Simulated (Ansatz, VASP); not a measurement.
Two plane-wave programs on Si

```xyz
17
Lattice="0.0000 5.4300 5.4300 5.4300 0.0000 5.4300 5.4300 5.4300 0.0000" Properties=species:S:1:pos:R:3 pbc="T T T"
Si    0.0932    0.0896   -0.0921
Si    1.3973    1.3949    1.3297
Si    2.7624    2.7585    0.0126
Si    4.1748    4.1710    1.2564
Si    2.6504    0.0662    2.7806
Si    4.1014    1.3946    4.0337
Si    5.4185    2.7584    2.6689
Si    6.6635    4.2639    4.1979
Si    0.0682    2.6475    2.7805
Si    1.3979    4.0981    4.0329
Si    2.7624    5.4153    2.6688
Si    4.2666    6.6596    4.1973
Si    2.6504    2.6475    5.3625
Si    3.7862    3.7839    7.0745
Si    5.1673    5.1640    5.6938
Si    6.6639    6.6594    6.5942
Si    7.7268    7.7246    8.5639
```

Alike in both runs: functional PBEsol; k mesh 2 × 2 × 2; occupations gaussian, width 0.05 eV; no spin polarisation.

Ansatz relaxed the structure, and its values are those at the end. VASP's run is a single point on that final structure, the one shown.

|  | VASP | Ansatz |
| --- | --- | --- |
| version | VASP 6.6.1 | Ansatz 0.2.0 |
| potentials or method | VASP PAW PBE potentials, release 64 (Si), cutoff 520 eV | scalar-relativistic, plane waves, PAW |
| valence electrons in the cell | 68 | 68 |

VASP gave:

- rms of the force components (eV/Å): 0.004

Question: Which values does Ansatz return?

Answer: rms of the force components (eV/Å): 0.003.

VASP's potentials were made for PBE, not for PBEsol, and Ansatz warns of the same on its side.

The k mesh is coarse, so the values compare programs but aren't converged.
